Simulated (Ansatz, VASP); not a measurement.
**One calculation of WS2, two programs**

INCAR

```
PREC = Accurate
ENCUT = 520
EDIFF = 1E-6
ISMEAR = 0
SIGMA = 0.05
LREAL = F
LASPH = T
NELM = 60
ALGO = Normal
ISIF = 2
LWAVE = F
LCHARG = F
GGA = PS
NBANDS = 35
```

KPOINTS

```
regular mesh
0
Gamma
  12 12 2
```

The input POSCAR:

```
WS2
1.0
    3.0599748907      0.0000000000      0.0000000000
   -1.5299874454      2.6500159903      0.0000000000
    0.0000000000      0.0000000000     12.3485284809
W S
2 4
Direct
    0.3333333333      0.6666666667      0.2500000000
    0.6666666667      0.3333333333      0.7500000000
    0.3333333333      0.6666666667      0.6331095153
    0.6666666667      0.3333333333      0.1331095153
    0.3333333333      0.6666666667      0.8668904847
    0.6666666667      0.3333333333      0.3668904847
```

Input for Ansatz:

```yaml
crystal:
  lattice:
    - [3.0599748907, 0.0, 0.0]
    - [-1.5299874454, 2.6500159903, 0.0]
    - [0.0, 0.0, 12.3485284809]
  atoms:
    - { symbol: W, position: [0.3333333333, 0.6666666667, 0.25] }
    - { symbol: W, position: [0.6666666667, 0.3333333333, 0.75] }
    - { symbol: S, position: [0.3333333333, 0.6666666667, 0.6331095153] }
    - { symbol: S, position: [0.6666666667, 0.3333333333, 0.1331095153] }
    - { symbol: S, position: [0.3333333333, 0.6666666667, 0.8668904847] }
    - { symbol: S, position: [0.6666666667, 0.3333333333, 0.3668904847] }
basis:
  ecutwfc: 420
kpoints:
  mp_grid: { grid: [12, 12, 2] }
hamiltonian:
  xc: pbesol
  pseudopotentials: { kind: paw, azcp: { folder: soft_1 } }
scf:
  occupations: { method: gaussian, width: 0.05 }
output:
  forces: true
  stress: true
  eigenvalues: true
```

Alike in both runs: task single point; functional PBEsol; k mesh 12 × 12 × 2; occupations gaussian, width 0.05 eV; no spin polarisation.

|  | VASP | Ansatz |
| --- | --- | --- |
| version | VASP 6.6.1 | Ansatz 0.2.0 |
| potentials or method | VASP PAW PBE potentials, release 64 (W_sv, S), cutoff 520 eV | scalar-relativistic, plane waves, PAW |
| valence electrons in the cell | 52 | 52 |

Ansatz gave:

- gap on the k mesh at the Fermi level (eV): 0.75
- least direct gap on the mesh (eV): 1.80
- rms of the force components (eV/Å): 1.880

Q: What did VASP give for the same quantities?

A: gap on the k mesh at the Fermi level (eV): 0.78; least direct gap on the mesh (eV): 1.80; rms of the force components (eV/Å): 1.890.

VASP's potentials were made for PBE, not for PBEsol, and Ansatz warns of the same on its side. Atom by atom the forces differ by 0.010 eV/Å (rms over components).

Neither program's run includes spin-orbit coupling.
